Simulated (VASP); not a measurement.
A run of VASP 6.6.1 is set up as follows.

INCAR

```
SYSTEM = ZrS
PREC     = Accurate       ! precision mode
ENCUT    = 520            ! plane-wave cutoff, eV
EDIFF    = 1E-6           ! SCF threshold, eV
ISMEAR   = -1             ! smearing method
SIGMA    = 0.05           ! smearing width, eV
LREAL    = .False.        ! projectors in reciprocal space
LASPH    = .True.         ! aspherical terms in the spheres
NELM     = 60             ! most SCF steps
ALGO     = Normal         ! electronic algorithm
ISIF     = 2              ! what is computed and relaxed
LWAVE    = .False.        ! write WAVECAR
LCHARG   = .True.         ! write CHGCAR
GGA      = PS             ! functional
LELF     = .True.         ! ELF
LVHAR    = .True.       
NBANDS   = 16             ! bands
```

File KPOINTS:

```
regular mesh
0
Gamma
  8 8 8
  0 0 0
```

File POSCAR:

```
ZrS
1.0
    0.0000000000      2.6250000000      2.6250000000
    2.6250000000      0.0000000000      2.6250000000
    2.6250000000      2.6250000000      0.0000000000
Zr S
1 1
Direct
    0.0000000000      0.0000000000      0.0000000000
    0.5000000000      0.5000000000      0.5000000000
```

Potentials or basis: VASP PAW PBE potentials, release 64 (Zr_sv, S).

Command:

```sh
$ cat potpaw_PBE.64/Zr_sv/POTCAR potpaw_PBE.64/S/POTCAR > POTCAR
$ mpirun -np 1 vasp_std > vasp.out
```

(1) Predict the pressure.

(2) Estimate the band gap on the k mesh.

Results:

(1) -6.3 GPa.

(2) zero (band 9 reaches 12.08 eV, above the bottom of band 10 at 9.25 eV).

Caveat: the PAW data sets were made with another functional, which shifts forces and pressure a little.
